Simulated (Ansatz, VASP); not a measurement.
# Two plane-wave programs on ZnO

Contents of INCAR:

```
PREC = Accurate
ENCUT = 520
EDIFF = 1E-6
ISMEAR = 0
SIGMA = 0.02
LREAL = F
LASPH = T
NELM = 60
ALGO = Normal
ISIF = 2
LWAVE = F
LCHARG = T
GGA = PE
LELF = T
LVHAR = T
NBANDS = 26
```

KPOINTS

```
regular mesh
0
Gamma
  12 12 6
```

POSCAR

```
ZnO
1.0
    3.3064633704      0.0000000000      0.0000000000
   -1.6532316852      2.8634812755      0.0000000000
    0.0000000000      0.0000000000      5.3379627954
Zn O
2 2
Direct
    0.6666666667      0.3333333333      0.5006134490
    0.3333333333      0.6666666667      0.0006134490
    0.6666666667      0.3333333333      0.8796965510
    0.3333333333      0.6666666667      0.3796965510
```

Input for Ansatz:

```yaml
crystal:
  lattice:
    - [3.3064633704, 0.0, 0.0]
    - [-1.6532316852, 2.8634812755, 0.0]
    - [0.0, 0.0, 5.3379627954]
  atoms:
    - { symbol: Zn, position: [0.6666666667, 0.3333333333, 0.500613449] }
    - { symbol: Zn, position: [0.3333333333, 0.6666666667, 0.000613449] }
    - { symbol: O, position: [0.6666666667, 0.3333333333, 0.879696551] }
    - { symbol: O, position: [0.3333333333, 0.6666666667, 0.379696551] }
basis:
  ecutwfc: 420
kpoints:
  mp_grid: { grid: [12, 12, 6] }
  band_path: { path: [VBM, CBM], npoints: 2 }
hamiltonian:
  xc: pbe
scf:
  occupations: { method: gaussian, width: 0.02 }
output:
  forces: true
  stress: true
  eigenvalues: true
checkpoint:
  read: start.run
  write: ck
  compress: false
  write_wavefunctions: false
  write_every: 100000
```

Alike in both runs: task single point; functional PBE; k mesh 12 × 12 × 6; occupations gaussian, width 0.02 eV; no spin polarisation.

|  | VASP | Ansatz |
| --- | --- | --- |
| version | VASP 6.6.1 | Ansatz 0.2.0 |
| potentials or method | VASP PAW PBE potentials, release 64 (Zn, O), cutoff 520 eV | scalar-relativistic, plane waves, PAW |
| valence electrons in the cell | 36 | 36 |

|  | VASP | Ansatz | Ansatz less VASP |
| --- | --- | --- | --- |
| gap on the k mesh at the Fermi level (eV) | 0.69 | 0.71 | +0.016 |
| least direct gap on the mesh (eV) | 0.69 | 0.71 | +0.016 |
| pressure (GPa) | -2.2 | -3.0 | -0.81 |
